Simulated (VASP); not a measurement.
SnSe: electric field gradients with PBEsol

Crystal: SnSe.

```
Sn Se
1.0
     0.00000    3.01043    3.01043
     3.01043    0.00000    3.01043
     3.01043    3.01043    0.00000
Sn Se
1 1
Direct
  0.00000 0.00000 0.00000
  0.50000 0.50000 0.50000
```

- Program: VASP 6.6.1
- Task: electric field gradients
- Functional: PBEsol
- Potentials or basis: VASP PAW PBE potentials, release 64 (Sn_d, Se)
- Cutoff: 520 eV
- k mesh: 11 × 11 × 11
- Occupations: fermi-dirac, width 0.05 eV
- Spin: no spin polarisation
- Dipole correction: no
- Further INCAR settings: ALGO = Normal; EDIFF = 1e-08; NBANDS = 17

```json
{
  "Pressure": "-1.8 GPa"
}
```

Levels at points of the mesh, in eV from the Fermi level:
| k point | band 6 | band 7 | band 8 | band 9 | band 10 | band 11 | band 12 | band 13 | band 14 | band 15 |
| --- | --- | --- | --- | --- | --- | --- | --- | --- | --- | --- |
| (0.00, 0.00, 0.00) | -14.04 | -5.28 | -2.35 | -2.35 | -2.35 | 4.11 | 4.11 | 4.11 | 5.64 | 5.64 |

Wall time 58 s on 1 thread of Intel Xeon 8259CL (shared host), peak memory 0.21 GiB.

Caveat: this odd mesh misses L, where the gap lies, so gap, dielectric constants and Born charges aren't listed; without QUAD_EFG the Cq values of the log hold for a quadrupole moment of 1 mb, not for the nuclei; the PAW data sets were made with another functional, which shifts forces and pressure a little; spin-orbit coupling is left out, which moves the levels of the heavy elements.
